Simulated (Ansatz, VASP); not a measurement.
**One calculation of Au, two programs**

File INCAR:

```
SYSTEM = Au
PREC     = Accurate       ! precision mode
ENCUT    = 600            ! plane-wave cutoff, eV
EDIFF    = 1E-6           ! SCF threshold, eV
ISMEAR   = -1             ! smearing method
SIGMA    = 0.1            ! smearing width, eV
LREAL    = .FALSE.        ! projectors in reciprocal space
LASPH    = .TRUE.         ! aspherical terms in the spheres
NELM     = 100            ! most SCF steps
ALGO     = Normal         ! electronic algorithm
ISIF     = 3              ! what is computed and relaxed
LWAVE    = .FALSE.        ! write WAVECAR
LCHARG   = .FALSE.        ! write CHGCAR
GGA      = RE             ! functional
IBRION   = 2              ! ionic algorithm
NSW      = 80             ! ionic steps
EDIFFG   = -0.01          ! ionic threshold
```

Contents of KPOINTS:

```
regular mesh
0
G
  10 10 10
  0 0 0
```

Contents of POSCAR:

```
Au
1.0
    0.0000000000      2.8394269867      2.8394269867
    2.8394269867      0.0000000000      2.8394269867
    2.8394269867      2.8394269867      0.0000000000
Au
2
Direct
    0.1250000000      0.1250000000      0.1250000000
    0.8750000000      0.8750000000      0.8750000000
```

Input for Ansatz:

```yaml
crystal:
  lattice:
    - [0.0, 2.8394269867, 2.8394269867]
    - [2.8394269867, 0.0, 2.8394269867]
    - [2.8394269867, 2.8394269867, 0.0]
  atoms:
    - { symbol: Au, position: [0.125, 0.125, 0.125] }
    - { symbol: Au, position: [0.875, 0.875, 0.875] }
hamiltonian:
  xc: revpbe
  pseudopotentials:
    kind: paw
    azcp:
      Au: "pseudopotentials/Au.paw.azcp"
basis:
  ecutwfc: 420
  fft_grid_basis: typed
kpoints:
  mp_grid: { grid: [10, 10, 10], shift: [0, 0, 0] }
magnetization:
  spin_polarized: false
scf:
  occupations: { method: fermi_dirac, width: 0.1 }
relax:
  max_steps: 60
  f_tol: 0.01
  cell: {}
```

Alike in both runs: task relaxation of cell and atoms; functional revPBE; k mesh 10 × 10 × 10; occupations fermi-dirac, width 0.1 eV; no spin polarisation.

|  | VASP | Ansatz |
| --- | --- | --- |
| version | VASP 6.6.1 | Ansatz 0.2.0 |
| potentials or method | VASP PAW PBE potentials, release 64 (Au), cutoff 600 eV | plane waves (420 eV) with PAW, scalar-relativistic |
| valence electrons in the cell | 22 | 38 |

Ansatz gave:

| Quantity | Value |
| --- | --- |
| relaxed volume (Å³/atom) | 30.26 |
| relaxed cell length with the largest relative difference (Å) | 4.407 |

Question: What did VASP give for the same quantities?

Answer: Relaxed volume (Å³/atom): 30.21; relaxed cell length with the largest relative difference (Å): 4.404.

VASP's potentials were made for PBE, not for revPBE. VASP's potentials hold 22 valence electrons a cell and Ansatz's 38, so a difference there can come from the potentials and not from the codes.

Spin-orbit coupling is off throughout. Noted on VASP's run: the volume moved by over 15 % at a fixed basis, so the end points are rough.
